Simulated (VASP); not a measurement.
# GaSb3 (I4mm) in VASP: further runs

GaSb3 is run at these levels: PBEsol+D3(BJ); tasks: single point.

Program: VASP 6.6.1. These are calculated values, not measurements. Logs are shortened: lines on timing, memory, paths and dates and some standing lists are left out, and cuts for length are marked.

### 1 The cell of the first run

It takes space group I4mm (No. 107, tetragonal). Conventional cell: a = 5.071 Å, b = 5.071 Å, c = 7.171 Å, α = 90.00°, β = 90.00°, γ = 90.00°. Ga (site symmetry 4mm) has 14 Sb at 2.99 to 3.79 Å within 3.9 Å. Within 3.9 Å of Sb (site symmetry 2mm) lie 4 Ga at 2.99 to 3.22 Å and 10 Sb at 3.11 to 3.59 Å. Sb (site symmetry 4mm) has 8 Sb at 3.11 Å and 6 Ga at 3.39 to 3.79 Å within 4.1 Å.

### 2 Single point, PBEsol+D3(BJ) (all Sb atoms moved -0.200 Å, as atom 2 along Cartesian [0 1 0])

Contents of INCAR:

```
SYSTEM = GaSb3
ALGO = Normal
EDIFF = 1E-7
ENCUT = 520
GGA = PS
ISIF = 2
ISMEAR = 0
IVDW = 12
LASPH = .True.
LCHARG = .True.
LELF = .True.
LREAL = .False.
LVHAR = .True.
LWAVE = .False.
NBANDS = 22
NELM = 80
PREC = Accurate
SIGMA = 0.15
```

Contents of KPOINTS:

```
k-points
0
Gamma
  12 12 12
  0 0 0
```

Contents of POSCAR:

```
GaSb3
1.0
    0.0000000000      3.5855047185      3.5855047185
    3.5855047185      0.0000000000      3.5855047185
    3.5855047185      3.5855047185      0.0000000000
Ga Sb
1 3
Direct
    0.0000000000      0.0000000000      0.0000000000
    0.2221099237      0.2778900763      0.2221099237
    0.7221099237      0.7778900763      0.7221099237
    0.4721099237      0.5278900763      0.4721099237
```

Potentials or basis: VASP PAW PBE potentials, release 64 (Ga_d, Sb).

Started as:

```
$ cat potpaw_PBE.64/Ga_d/POTCAR potpaw_PBE.64/Sb/POTCAR > POTCAR
$ mpirun -np 1 vasp_std > vasp.out
```

OUTCAR:

```text
SYSTEM = GaSb3
   EDIFF = 1E-7
   ENCUT = 520
   GGA = PS
   ISIF = 2
   ISMEAR = 0
   IVDW = 12
   LASPH = .True.
   LREAL = .False.
   NELM = 80
   PREC = Accurate
 IVDW          = 12

 ion  position               nearest neighbor table
   1  0.000  0.000  0.000-   3 2.99   3 2.99   2 2.99   2 2.99   3 3.22   2 3.22   3 3.22   2 3.22

   2  0.222  0.278  0.222-   1 2.99   1 2.99   4 3.11   4 3.11   4 3.11   4 3.11   1 3.22   1 3.22
                             3 3.59   3 3.59   3 3.59   3 3.59   3 3.59   3 3.59
   3  0.722  0.778  0.722-   1 2.99   1 2.99   4 3.11   4 3.11   4 3.11   4 3.11   1 3.22   1 3.22
                             2 3.59   2 3.59   2 3.59   2 3.59   2 3.59   2 3.59
   4  0.472  0.528  0.472-   2 3.11   2 3.11   2 3.11   3 3.11   3 3.11   3 3.11   3 3.11   2 3.11

  LATTYP: Found a face centered cubic cell.
 ALAT       =     7.1710094370

  Lattice vectors:

 A1 = (   0.0000000000,   3.5855047185,   3.5855047185)
 A2 = (   3.5855047185,   0.0000000000,   3.5855047185)
 A3 = (   3.5855047185,   3.5855047185,   0.0000000000)

Analysis of symmetry for initial positions (statically):
=====================================================================
 Subroutine PRICEL returns:
 Original cell was already a primitive cell.

 Routine SETGRP: Setting up the symmetry group for a
 face centered cubic supercell.

 Subroutine GETGRP returns: Found  8 space group operations
 (whereof  8 operations were pure point group operations)
 out of a pool of 48 trial point group operations.

The static configuration has the point symmetry C_4v.

Analysis of symmetry for dynamics (positions and initial velocities):
=====================================================================
 Subroutine PRICEL returns:
 Original cell was already a primitive cell.

 Routine SETGRP: Setting up the symmetry group for a
 face centered cubic supercell.

 Subroutine GETGRP returns: Found  8 space group operations
 (whereof  8 operations were pure point group operations)
 out of a pool of 48 trial point group operations.

The dynamic configuration has the point symmetry C_4v.

 Subroutine INISYM returns: Found  8 space group operations
 (whereof  8 operations are pure point group operations),
 and found     1 'primitive' translations

----------------------------------------------------------------------------------------

                                     Primitive cell

  volume of cell :      92.1894

  direct lattice vectors                    reciprocal lattice vectors
     0.000000000  3.585504719  3.585504719    -0.139450381  0.139450381  0.139450381
     3.585504719  0.000000000  3.585504719     0.139450381 -0.139450381  0.139450381
     3.585504719  3.585504719  0.000000000     0.139450381  0.139450381 -0.139450381

  length of vectors
     5.070669401  5.070669401  5.070669401     0.241535145  0.241535145  0.241535145

  position of ions in fractional coordinates (direct lattice)
     0.000000000  0.000000000  0.000000000
     0.222109924  0.277890076  0.222109924
     0.722109924  0.777890076  0.722109924
     0.472109924  0.527890076  0.472109924

  ion indices of the primitive-cell ions
   primitive index   ion index
                 1           1
                 2           2
                 3           3
                 4           4

----------------------------------------------------------------------------------------

 KPOINTS: k-points

Automatic generation of k-mesh.
 Grid dimensions read from file:
 generate k-points for:   12   12   12

 Generating k-lattice:

  Cartesian coordinates                     Fractional coordinates (reciprocal lattice)
    -0.011620865  0.011620865  0.011620865     0.083333333  0.000000000  0.000000000
     0.011620865 -0.011620865  0.011620865     0.000000000  0.083333333  0.000000000
     0.011620865  0.011620865 -0.011620865     0.000000000  0.000000000  0.083333333

  Length of vectors
     0.020127929  0.020127929  0.020127929

  Shift w.r.t. Gamma in fractional coordinates (k-lattice)
     0.000000000  0.000000000  0.000000000

 Subroutine IBZKPT returns following result:
 ===========================================

 Found    163 irreducible k-points:

 Following reciprocal coordinates:
            Coordinates               Weight
  0.000000  0.000000  0.000000      1.000000
  0.083333  0.000000  0.000000      8.000000
  0.166667  0.000000  0.000000      8.000000
  0.250000  0.000000  0.000000      8.000000
  0.333333  0.000000  0.000000      8.000000
  0.416667  0.000000  0.000000      8.000000
[... 16 lines left out ...]
  0.083333  0.000000 -0.333333      8.000000
 -0.250000  0.083333  0.000000     16.000000
 [... further k-points ...]
   k-points           NKPTS =    163   k-points in BZ     NKDIM =    163   number of bands    NBANDS=     22
   number of dos      NEDOS =    301   number of ions     NIONS =      4
   total plane-waves  NPLWV =  64000
   dimension x,y,z NGX =    40 NGY =   40 NGZ =   40
   dimension x,y,z NGXF=    80 NGYF=   80 NGZF=   80
   ions per type =               1   3
   NGX,Y,Z   is equivalent  to a cutoff of  13.11, 13.11, 13.11 a.u.
   NGXF,Y,Z  is equivalent  to a cutoff of  26.23, 26.23, 26.23 a.u.
 SYSTEM =  GaSb3
   PREC   = accura    normal or accurate (medium, high low for compatibility)
   ISTART =      0    job   : 0-new  1-cont  2-samecut
   ICHARG =      2    charge: 1-file 2-atom 10-const
   ISPIN  =      1    spin polarized calculation?
   LNONCOLLINEAR =      F non collinear calculations
   LSORBIT =      F    spin-orbit coupling
   LASPH  =      T    aspherical Exc in radial PAW
   ENCUT  =  520.0 eV  38.22 Ry    6.18 a.u.   9.43  9.43  9.43*2*pi/ulx,y,z
   NELM   =     80;   NELMIN=  2; NELMDL= -5     # of ELM steps
   EDIFF  = 0.1E-06   stopping-criterion for ELM
   LREAL  =      F    real-space projection
   EDIFFG = 0.1E-05   stopping-criterion for IOM
   NSW    =      0    number of steps for IOM
   IBRION =     -1    ionic relax: 0-MD 1-quasi-New 2-CG
   NFREE  =      0    steps in history (QN), initial steepest desc. (CG)
   ISIF   =      2    stress and relaxation
   ISYM   =      2    0-nonsym 1-usesym 2-fastsym
   POTIM  = 0.5000    time-step for ionic-motion
   TEBEG  =    0.0;   TEEND  =   0.0 temperature during run
   PSTRESS=    0.0 pullay stress
   NELECT =      28.0000    total number of electrons
   NUPDOWN=      -1.0000    fix difference up-down
   EMIN   =  10.00;   EMAX   =-10.00  energy-range for DOS
   EFERMI =   0.00;   METHOD = LEGACY
   ISMEAR =     0;   SIGMA  =   0.15  broadening in eV -4-tet -1-fermi 0-gaus
   EFERMI_NEDOS =   21; number of points for ismear=-14 and -15
   IALGO  =     38    algorithm
   IMIX   =      4    mixing-type and parameters
     AMIX     =   0.40;   BMIX     =  1.00
     AMIX_MAG =   1.60;   BMIX_MAG =  1.00
  volume/ion in A,a.u.               =      23.05       155.53
  Fermi-wavevector in a.u.,A,eV,Ry     =   1.100442  2.079534 16.476286  1.210973
  Thomas-Fermi vector in A             =   2.236853
   LORBIT       =      0    0 simple, 1 ext, 2 COOP (PROOUT), +10 PAW based schemes
   GGA     = PS    functional components
   LHFCALC =     F    Hartree Fock is set to
   AEXX    =    0.0000 exact exchange contribution
   IVDW    =    12    specifies the selected vdW correction
   LEPSILON=     F    determine dielectric tensor
   LRPA    =     F    only Hartree local field effects (RPA)
 non-spin polarized calculation
 Gauss-broadening in eV      SIGMA  =   0.15
  energy-cutoff  :      520.00
  volume of cell :       92.19
 maximum number of plane-waves:      2510
 NGX is ok and might be reduce to    40
   NGX = 19   NGY = 19   NGZ = 19

 number of electron      27.9999998 magnetization

 Free energy of the ion-electron system (eV)
  ---------------------------------------------------
  ext. energy  EPLUGINS =         0.00000000
  ---------------------------------------------------
  free energy    TOTEN  =       -16.27762350 eV

  energy without entropy =      -16.25129636  energy(sigma->0) =      -16.26445993

 E-fermi :   8.7493     XC(G=0): -10.8269

 val. band max:        8.7479781812   @ k =   0.1667  -0.4167   0.3333
 cond. band min:       8.7520581802   @ k =   0.4167   0.2500   0.0000
 fundamental gap:      0.0040799990
 Fermi energy:         8.7492834961

 k-point     1 :       0.0000    0.0000    0.0000
  band No.  band energies     occupation
      1      -6.0201      2.00000
      2      -6.0197      2.00000
      3      -6.0197      2.00000
      4      -6.0016      2.00000
      5      -5.9967      2.00000
      6      -4.6025      2.00000
[... 14 lines left out ...]
     21      16.5973      0.00000
     22      16.6051      0.00000

 k-point     2 :       0.0833    0.0000    0.0000
  band No.  band energies     occupation
      1      -6.0209      2.00000
      2      -6.0194      2.00000
      3      -6.0193      2.00000
      4      -6.0017      2.00000
      5      -5.9968      2.00000
      6      -4.5425      2.00000
[... 14 lines left out ...]
     21      16.0179      0.00000
     22      16.4622      0.00000

 k-point     3 :       0.1667    0.0000    0.0000
  band No.  band energies     occupation
      1      -6.0226      2.00000
      2      -6.0187      2.00000
      3      -6.0186      2.00000
      4      -6.0019      2.00000
      5      -5.9971      2.00000
      6      -4.3628      2.00000
[... 14 lines left out ...]
     21      14.7494      0.00000
     22      15.8971      0.00000
[... 476 lines left out ...]
 k-point    23 :       0.0833    0.0000   -0.3333
  band No.  band energies     occupation
      1      -6.0281      2.00000
      2      -6.0174      2.00000
      3      -6.0165      2.00000
      4      -6.0023      2.00000
      5      -5.9981      2.00000
      6      -3.4494      2.00000
[... 14 lines left out ...]
     21      14.0532      0.00000
     22      15.4351      0.00000

 k-point    24 :      -0.2500    0.0833    0.0000
  band No.  band energies     occupation
      1      -6.0258      2.00000
      2      -6.0180      2.00000
      3      -6.0170      2.00000
      4      -6.0026      2.00000
      5      -5.9975      2.00000
      6      -3.8890      2.00000
[... 14 lines left out ...]
     21      14.3505      0.00000
     22      14.8467      0.00000

 [... further k-points ...]

------------------------ aborting loop because EDIFF is reached ----------------------------------------

 Edisp (eV)   -1.97360

 E8    (eV) :    -1.3577

  FORCE on cell =-STRESS in cart. coord.  units (eV):
  Direction    XX          YY          ZZ          XY          YZ          ZX
  --------------------------------------------------------------------------------------
  -------------------------------------------------------------------------------------
  Total       0.57373     0.41697     0.57373     0.00000     0.00000    -0.00000
  in kB       9.97102     7.24655     9.97102     0.00000     0.00000    -0.00000
  external pressure =        9.06 kB  Pullay stress =        0.00 kB

 VOLUME and BASIS-vectors are now :
 -----------------------------------------------------------------------------
  energy-cutoff  :      520.00
  volume of cell :       92.19
      direct lattice vectors                 reciprocal lattice vectors
     0.000000000  3.585504719  3.585504719    -0.139450381  0.139450381  0.139450381
     3.585504719  0.000000000  3.585504719     0.139450381 -0.139450381  0.139450381
     3.585504719  3.585504719  0.000000000     0.139450381  0.139450381 -0.139450381

 POSITION                                       TOTAL-FORCE (eV/Angst)
 -----------------------------------------------------------------------------------
      0.00000      0.00000      0.00000         0.000000     -0.428996      0.000000
      1.79275      1.59275      1.79275         0.000000      0.095353      0.000000
      5.37826      5.17826      5.37826         0.000000      0.095353      0.000000
      3.58550      3.38550      3.58550         0.000000      0.238290      0.000000
 -----------------------------------------------------------------------------------
    total drift:                                0.000000     -0.000065      0.000000

  FREE ENERGIE OF THE ION-ELECTRON SYSTEM (eV)
  ---------------------------------------------------
  free  energy   TOTEN  =       -18.2512241261 eV

  energy  without entropy=      -18.2248969831  energy(sigma->0) =      -18.23806055
```

Run time: 7.5 min. Hardware: 1 thread of Intel Xeon 8259CL, shared host; peak memory 0.47 GiB.

What came out:

```
Free energy                : -18.2512 eV
Pressure                   : 0.9 GPa
Largest force              : 0.429 eV/Å
Band gap on the k mesh     : zero (bands 14 and 15 overlap by 4.19 eV)
Dispersion energy per atom : -0.493 eV
```

Forces on the atoms (eV/Å):
```
Ga   0.000 -0.429  0.000
Sb   0.000  0.095  0.000
Sb   0.000  0.095  0.000
Sb   0.000  0.238  0.000
```

Levels at points of the mesh, in eV from the Fermi level:
| k point | band 11 | band 12 | band 13 | band 14 | band 15 | band 16 | band 17 | band 18 |
| --- | --- | --- | --- | --- | --- | --- | --- | --- |
| (0.00, 0.00, 0.00) | -2.90 | -2.86 | -2.69 | -2.69 | -2.50 | -0.81 | -0.81 | -0.78 |
| (0.50, 0.00, 0.00) | -4.01 | -3.00 | -2.94 | -0.05 | 0.28 | 2.21 | 2.24 | 3.07 |
| (0.50, 0.50, 0.00) | -5.67 | 1.11 | 1.24 | 1.25 | 1.50 | 2.10 | 2.17 | 2.45 |
| (0.50, 0.00, 0.50) | -5.84 | 1.06 | 1.18 | 1.18 | 1.53 | 2.17 | 2.17 | 2.46 |

Caveat: the cell differs from its parent crystal (all Sb atoms moved -0.200 Å, as atom 2 along Cartesian [0 1 0]); the PAW data sets were made with another functional, which shifts forces and pressure a little; spin-orbit coupling is left out, which moves the levels of the heavy elements.

### 3 Single point, PBEsol+D3(BJ) (all Sb atoms moved +0.150 Å, as atom 2 along Cartesian [0 1 0])

Contents of INCAR:

```
  PREC = Accurate
  ENCUT = 520
  EDIFF = 1E-6
  ISMEAR = 0
  SIGMA = 0.15
  LREAL = False
  LASPH = True
  NELM = 60
  ALGO = Normal
  ISIF = 2
  LWAVE = False
  LCHARG = False
  GGA = PS
  IVDW = 12
  NBANDS = 22
```

Contents of KPOINTS:

```
Automatic mesh
0
Gamma
  12 12 12
```

Contents of POSCAR:

```
GaSb3
1.0
    0.0000000000      3.5855047185      3.5855047185
    3.5855047185      0.0000000000      3.5855047185
    3.5855047185      3.5855047185      0.0000000000
Ga Sb
1 3
Direct
    0.0000000000      0.0000000000      0.0000000000
    0.2709175572      0.2290824428      0.2709175572
    0.7709175572      0.7290824428      0.7709175572
    0.5209175572      0.4790824428      0.5209175572
```

Potentials or basis: VASP PAW PBE potentials, release 64 (Ga_d, Sb).

Started as:

```
$ cat potpaw_PBE.64/Ga_d/POTCAR potpaw_PBE.64/Sb/POTCAR > POTCAR
$ mpirun -np 1 vasp_std > vasp.out
```

Run time: 5.9 min. Hardware: 1 thread of Intel Xeon 8259CL, shared host; peak memory 0.47 GiB.

Results (log left out):

- Free energy: -18.2699 eV
- Pressure: 0.7 GPa
- Largest force: 0.320 eV/Å
- Band gap on the k mesh: zero (bands 14 and 15 overlap by 4.23 eV)
- Dispersion energy per atom: -0.493 eV

Forces in eV/Å, atoms in the order of the input:
```
Ga   0.000  0.320  0.000
Sb   0.000 -0.070  0.000
Sb   0.000 -0.070  0.000
Sb   0.000 -0.179  0.000
```

Stress tensor (GPa, compression positive):
```
0.79 0.00 0.00
0.00 0.63 0.00
0.00 0.00 0.79
```

Levels at points of the mesh, in eV from the Fermi level:
| k point | band 10 | band 11 | band 12 | band 13 | band 14 | band 15 | band 16 | band 17 | band 18 | band 19 |
| --- | --- | --- | --- | --- | --- | --- | --- | --- | --- | --- |
| (0.00, 0.00, 0.00) | -2.96 | -2.90 | -2.81 | -2.70 | -2.70 | -2.53 | -0.84 | -0.84 | -0.83 | 3.31 |
| (0.50, 0.00, 0.00) | -4.01 | -4.00 | -3.01 | -2.97 | -0.06 | 0.28 | 2.23 | 2.25 | 3.07 | 3.14 |
| (0.50, 0.50, 0.00) | -5.82 | -5.74 | 1.11 | 1.25 | 1.26 | 1.50 | 2.10 | 2.14 | 2.45 | 4.14 |
| (0.50, 0.00, 0.50) | -5.84 | -5.84 | 1.08 | 1.21 | 1.21 | 1.52 | 2.14 | 2.14 | 2.45 | 4.14 |

Caveat: the cell differs from its parent crystal (all Sb atoms moved +0.150 Å, as atom 2 along Cartesian [0 1 0]); the PAW data sets were made with another functional, which shifts forces and pressure a little; spin-orbit coupling is left out, which moves the levels of the heavy elements.

(Continued in part 2 of 2.)
